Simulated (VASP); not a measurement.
Input of a VASP 6.6.1 run:

The input INCAR:

```
PREC = Accurate ; ENCUT = 520
EDIFF = 1E-7 ; ISMEAR = 0
SIGMA = 0.1 ; LREAL = F
LASPH = T ; NELM = 100
ALGO = Normal ; ISIF = 2
LWAVE = F ; LCHARG = T
GGA = PE ; LELF = T
LVHAR = T ; NBANDS = 15
```

Contents of KPOINTS:

```
Automatic mesh
0
Gamma
  14 14 14
```

File POSCAR:

```
ZrC
1.0
    0.0000000000      2.2806907882      2.2806907882
    2.4217033882      0.0000000000      2.2806907882
    2.4217033882      2.2806907882      0.0000000000
Zr C
1 1
Direct
    0.5000000000      0.5000000000      0.5000000000
    0.0000000000      0.0000000000      0.0000000000
```

Potentials or basis: VASP PAW PBE potentials, release 64 (Zr_sv, C).

Launch:

```sh
$ cat potpaw_PBE.64/Zr_sv/POTCAR potpaw_PBE.64/C/POTCAR > POTCAR
$ mpirun -np 1 vasp_std > vasp.out
```

Problem. What does it give for the band gap on the k mesh?

Solution. Zero (band 8 reaches 11.01 eV, above the bottom of band 9 at 9.58 eV).

Problem. Estimate the pressure.

Solution. 10.3 GPa.

Stress tensor (GPa, compression positive):
```
-5.38  0.00  0.00
 0.00 18.17  0.00
 0.00  0.00 18.17
```

Caveat: the cell differs from its parent crystal (strained).
